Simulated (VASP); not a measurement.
Crystal: Li2Nb.

```
CELL_PARAMETERS angstrom
4.25461 0.00000 0.00000
-2.12730 3.68460 0.00000
0.00000 0.00000 2.71140
ATOMIC_POSITIONS crystal
Li 0.33333 0.66667 0.50000
Li 0.66667 0.33333 0.50000
Nb 0.00000 0.00000 0.00000
```

| Quantity | Value |
| --- | --- |
| Program | VASP 6.6.1 |
| Task | relaxation of cell and atoms |
| Functional | PBE |
| Potentials or basis | VASP PAW PBE potentials, release 64 (Li_sv, Nb_sv) |
| Cutoff | 600 eV |
| k mesh | 6 × 6 × 6 |
| Occupations | gaussian, width 0.1 eV |
| Spin | no spin polarisation |

At the start: pressure 6.1 GPa; volume 14.17 Å³/atom.

Problem. How do energy, volume and symmetry change on relaxing?

Solution. Over 7 steps the energy falls by 113.0 meV/atom and the volume is 16.58 Å³/atom (+17.0 %); space group P6/mmm (No. 191, to 0.05 Å).

Step by step:
| step | energy change (eV) | largest force (eV/Å) | pressure (GPa) | volume (Å³) |
| --- | --- | --- | --- | --- |
| 1 | 0.0000 | 0.0000 | 6.08 | 42.51 |
| 2 | -0.2286 | 0.0000 | 2.13 | 45.84 |
| 3 | -0.3265 | 0.0000 | -0.92 | 49.65 |
| 4 | -0.3293 | 0.0000 | -1.24 | 50.24 |
| 5 | -0.3299 | 0.0000 | -1.43 | 50.59 |
| 6 | -0.3380 | 0.0000 | 0.53 | 49.50 |
| 7 | -0.3389 | 0.0000 | 0.10 | 49.75 |

Final structure:
```cif
data_structure
_symmetry_space_group_name_H-M 'P 1'
_symmetry_Int_Tables_number 1
_cell_length_a 4.7280
_cell_length_b 4.7280
_cell_length_c 2.5697
_cell_angle_alpha 90.000
_cell_angle_beta 90.000
_cell_angle_gamma 120.000
_cell_volume 49.75
loop_
_atom_site_label
_atom_site_type_symbol
_atom_site_fract_x
_atom_site_fract_y
_atom_site_fract_z
_atom_site_occupancy
Li1 Li 0.33333 0.66667 0.50000 1
Li2 Li 0.66667 0.33333 0.50000 1
Nb1 Nb 0.00000 0.00000 0.00000 1
```

Caveat: the k points lie up to 0.41 Å⁻¹ apart in the final cell; the cutoff is under 1.25 times the usual one of these potentials, so pressure, stress and relaxed cells hold a basis-set (Pulay) error; the volume moved by over 15 % at a fixed basis, so the end points are rough.
